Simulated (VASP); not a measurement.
A run of VASP 6.6.1 is set up as follows.

File POSCAR:

```
AlN
1.0
    0.0000000000      2.0188684454      2.0794344988
    2.0188684454      0.0000000000      2.0794344988
    2.0188684454      2.0188684454      0.0000000000
Al N
1 1
Direct
    0.0000000000      0.0000000000      0.0000000000
    0.5000000000      0.5000000000      0.5000000000
```

The input INCAR.step1:

```
  PREC = Accurate
  ENCUT = 520
  EDIFF = 1E-5
  ISMEAR = 0
  SIGMA = 0.01
  LREAL = False
  LASPH = True
  NELM = 100
  ALGO = Normal
  ISIF = 2
  LWAVE = True
  GGA = PE
  NBANDS = 11
```

Contents of INCAR.step2:

```
  PREC = Accurate
  ENCUT = 520
  EDIFF = 1E-7
  ISMEAR = 0
  SIGMA = 0.01
  LREAL = False
  LASPH = True
  NELM = 100
  ALGO = Normal
  ISIF = 2
  LWAVE = False
  LCHARG = True
  GGA = PE
  LHFCALC = True
  HFSCREEN = 0.2079
  PRECFOCK = Normal
  LELF = True
  LVHAR = True
  ISTART = 1
  NBANDS = 11
```

Contents of KPOINTS:

```
regular mesh
0
Gamma
  8 8 8
```

Potentials or basis: VASP PAW PBE potentials, release 64 (Al, N).

Command:

```console
$ cat potpaw_PBE.64/Al/POTCAR potpaw_PBE.64/N/POTCAR > POTCAR
$ cp INCAR.step1 INCAR
$ mpirun -np 1 vasp_std > vasp.out
$ cp INCAR.step2 INCAR
$ mpirun -np 1 vasp_std > vasp.out
```

Question: Predict the band gap on the k mesh.

Answer: 5.46 eV (least direct gap 6.62 eV).

Question: Estimate the pressure.

Answer: -8.7 GPa.

Stress tensor (GPa, compression positive):
```
 -6.52   0.00   0.00
  0.00  -6.52   0.00
  0.00   0.00 -13.08
```

Caveat: the cell differs from its parent crystal (uniaxial z strain +3.0%); the stress differs along the axes, from -13 to -7 GPa; the structure was generated, so it needn't be the stable form of AlN; the PAW data sets were made with another functional, which shifts forces and pressure a little. A k mesh can miss the band edges.
